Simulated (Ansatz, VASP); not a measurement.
**Two plane-wave programs on Ge**

```
CELL_PARAMETERS angstrom
0.07662 2.82839 2.82839
2.82839 0.07662 2.82839
2.82839 2.82839 0.07662
ATOMIC_POSITIONS crystal
Ge 0.00171 0.00171 0.00171
Ge 0.24829 0.24829 0.24829
```

Change from the starting cell: epitaxial_111 strain -3.0%.

Alike in both runs: task single point; functional PBE; k mesh 8 × 8 × 8; occupations fermi-dirac, width 0.02 eV; no spin polarisation.

|  | VASP | Ansatz |
| --- | --- | --- |
| version | VASP 6.6.1 | Ansatz 0.2.0 |
| potentials or method | VASP PAW PBE potentials, release 64 (Ge_d) | plane waves, PAW |
| plane-wave cutoff (eV) | 520 | 420 |
| valence electrons in the cell | 28 | 28 |

|  | VASP | Ansatz | Ansatz less VASP |
| --- | --- | --- | --- |
| pressure (GPa) | 7.1 | 7.2 | +0.08 |
| traceless stress, the component that is largest in VASP (GPa) | -1.90 | -1.90 | +0.004 |
| rms of the force components (eV/Å) | 0.035 | 0.037 | +0.0020 |

Atom by atom the forces differ by 0.002 eV/Å (rms over components).
